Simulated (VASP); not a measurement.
A run of VASP 6.6.1 is set up as follows.

The input INCAR:

```
ALGO = Normal ; EDIFF = 1E-6
ENCUT = 500 ; GGA = CA
GGA_COMPAT = F ; ISIF = 2
ISMEAR = 0 ; LASPH = T
LCHARG = T ; LELF = T
LREAL = F ; LVHAR = T
LWAVE = F ; NBANDS = 16
NELM = 120 ; PREC = Accurate
SIGMA = 0.05
```

KPOINTS

```
k-points
0
Gamma
  4 4 4
```

File POSCAR:

```
InP
1.0
    0.0000000000      2.9305000000      2.9305000000
    2.9305000000      0.0000000000      2.9305000000
    2.9305000000      2.9305000000      0.0000000000
In P
1 1
Direct
    0.0000000000      0.0000000000      0.0000000000
    0.7500000000      0.7500000000      0.7500000000
```

Potentials or basis: VASP PAW LDA potentials, release 64 (In_d, P).

Run with:

```bash
$ cat potpaw_LDA.64/In_d/POTCAR potpaw_LDA.64/P/POTCAR > POTCAR
$ mpirun -np 1 vasp_std > vasp.out
```

(1) Predict the pressure.

(2) What does it give for the band gap on the k mesh?

Results:

(1) -1.0 GPa.

(2) 0.49 eV, direct.

Caveat: the k points lie up to 0.46 Å⁻¹ apart; spin-orbit coupling is left out, which moves the levels of the heavy elements.
